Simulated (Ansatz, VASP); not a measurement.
Rh in VASP and in Ansatz

File INCAR:

```
PREC     = Accurate       # precision mode
ENCUT    = 520            # plane-wave cutoff, eV
EDIFF    = 1E-6           # SCF threshold, eV
ISMEAR   = 0              # smearing method
SIGMA    = 0.15           # smearing width, eV
LREAL    = F              # projectors in reciprocal space
LASPH    = T              # aspherical terms in the spheres
NELM     = 80             # most SCF steps
ALGO     = Fast           # electronic algorithm
ISIF     = 2              # what is computed and relaxed
LWAVE    = F              # write WAVECAR
LCHARG   = F              # write CHGCAR
GGA      = PE             # functional
NBANDS   = 14             # bands
```

The input KPOINTS:

```
Automatic mesh
0
Gamma
  22 22 22
```

File POSCAR:

```
Rh
1.0
    0.0000000000      1.9015500000      1.8540112500
    1.9015500000      0.0000000000      1.8540112500
    1.9015500000      1.9015500000      0.0000000000
Rh
1
Direct
    0.0000000000      0.0000000000      0.0000000000
```

Input for Ansatz:

```yaml
crystal:
  lattice:
    - [0.0, 1.90155, 1.85401125]
    - [1.90155, 0.0, 1.85401125]
    - [1.90155, 1.90155, 0.0]
  atoms:
    - { symbol: Rh, position: [0.0, 0.0, 0.0] }
basis:
  ecutwfc: 420
kpoints:
  mp_grid: { grid: [22, 22, 22] }
hamiltonian:
  xc: pbe
scf:
  occupations: { method: gaussian, width: 0.15 }
output:
  forces: true
  stress: true
  eigenvalues: true
```

Change from the starting cell: strain +0.000 along x and y, -0.025 along z, atoms carried along.

Alike in both runs: task single point; functional PBE; k mesh 22 × 22 × 22; occupations gaussian, width 0.15 eV; no spin polarisation.

|  | VASP | Ansatz |
| --- | --- | --- |
| version | VASP 6.6.1 | Ansatz 0.2.0 |
| potentials or method | VASP PAW PBE potentials, release 64 (Rh_pv), cutoff 520 eV | scalar-relativistic, plane waves, PAW |
| valence electrons in the cell | 15 | 17 |

```tsv
	VASP	Ansatz	Ansatz less VASP
gap on the k mesh at the Fermi level (eV)	none	none	-
pressure (GPa)	13.6	13.7	+0.01
traceless stress, the component that is largest in VASP (GPa)	4.33	4.34	+0.009
```

A gap of «none» marks a metal or a gap that the smearing closes. VASP's potentials hold 15 valence electrons a cell and Ansatz's 17, so a difference there can come from the potentials and not from the codes.
